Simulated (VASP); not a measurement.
# Si2GeP3: relaxation of cell and atoms with PBE

Si2GeP3:

```
Si Ge P
1.0
     3.20746    0.00000    0.00000
     0.00000    3.20746    0.00000
     0.00000    0.00000    9.10915
Si Ge P
2 1 3
Direct
  0.50000 0.50000 0.32223
  0.50000 0.50000 0.67777
  0.50000 0.50000 0.00000
  0.00000 0.00000 0.79389
  0.00000 0.00000 0.20611
  0.00000 0.00000 0.50000
```

```
Program                : VASP 6.6.1
Task                   : relaxation of cell and atoms
Functional             : PBE
Potentials or basis    : VASP PAW PBE potentials, release 64 (Si, Ge_d, P)
Cutoff                 : 600 eV
k mesh                 : 12 × 12 × 4
Occupations            : gaussian, width 0.1 eV
Spin                   : no spin polarisation
Dipole correction      : no
Further INCAR settings : ALGO = Normal; EDIFF = 1e-07; IBRION = 2; EDIFFG = -0.01; NSW = 100; ISIF = 3
```

* Relaxed volume: 15.56 Å³/atom
* Relaxed cell: a = 3.183 Å, b = 3.183 Å, c = 9.216 Å, α = 90.00°, β = 90.00°, γ = 90.00°
* Space group after relaxing (to 0.05 Å): P4/mmm (No. 123)
* Energy gained by relaxing: 0.7 meV/atom
* Ionic steps: 10
* Pressure after relaxing: 0.0 GPa
* Largest force after relaxing: 0.010 eV/Å

Forces on the atoms (eV/Å):
```
Si   0.000  0.000  0.010
Si   0.000  0.000 -0.010
Ge   0.000  0.000  0.000
P    0.000  0.000 -0.006
P    0.000  0.000  0.006
P    0.000  0.000  0.000
```

The path:
```
step  energy change (eV)  largest force (eV/Å)  pressure (GPa)  volume (Å³)
   1              0.0000                0.0289           -0.27        93.71
   2             -0.0007                0.0379            0.05        93.36
   3             -0.0008                0.0427            0.22        93.19
   4             -0.0015                0.0408            0.21        93.19
   5             -0.0036                0.0342            0.19        93.19
   6             -0.0007                0.0467            0.19        93.18
   7             -0.0042                0.0196            0.20        93.19
   8             -0.0042                0.0145           -0.19        93.57
   9             -0.0043                0.0121           -0.02        93.39
  10             -0.0044                0.0099            0.00        93.39
```

Final structure:
```
Si Ge P
1.0
     3.18320    0.00000    0.00000
     0.00000    3.18320    0.00000
     0.00000    0.00000    9.21621
Si Ge P
2 1 3
Direct
  0.50000 0.50000 0.32419
  0.50000 0.50000 0.67581
  0.50000 0.50000 0.00000
  0.00000 0.00000 0.79369
  0.00000 0.00000 0.20631
  0.00000 0.00000 0.50000
```

Levels at points of the mesh, in eV from the Fermi level:
```tsv
k point	band 15	band 16	band 17	band 18	band 19	band 20	band 21	band 22
(0.00, 0.00, 0.00)	-1.55	-0.60	-0.36	0.17	0.28	0.28	2.21	2.24
(0.50, 0.00, 0.00)	-3.19	-0.18	0.55	1.75	1.96	2.04	2.13	2.95
(0.50, 0.50, 0.00)	-5.49	-4.37	-4.37	-3.22	-1.63	-0.74	-0.73	-0.73
(0.00, 0.00, 0.50)	-1.82	-1.30	-0.64	0.69	0.69	1.91	1.98	2.34
(0.50, 0.00, 0.50)	-1.25	-0.73	-0.13	0.23	0.44	2.06	2.32	2.60
(0.50, 0.50, 0.50)	-4.36	-3.93	-3.61	-3.61	-2.57	-2.21	-2.21	-0.25
```

Wall time 23 min on 1 thread of Oxide Virtual Turin-like Processor, with other jobs on the host, peak memory 0.37 GiB.

Caveat: the bands computed are all filled at some k points, so no gap is given.
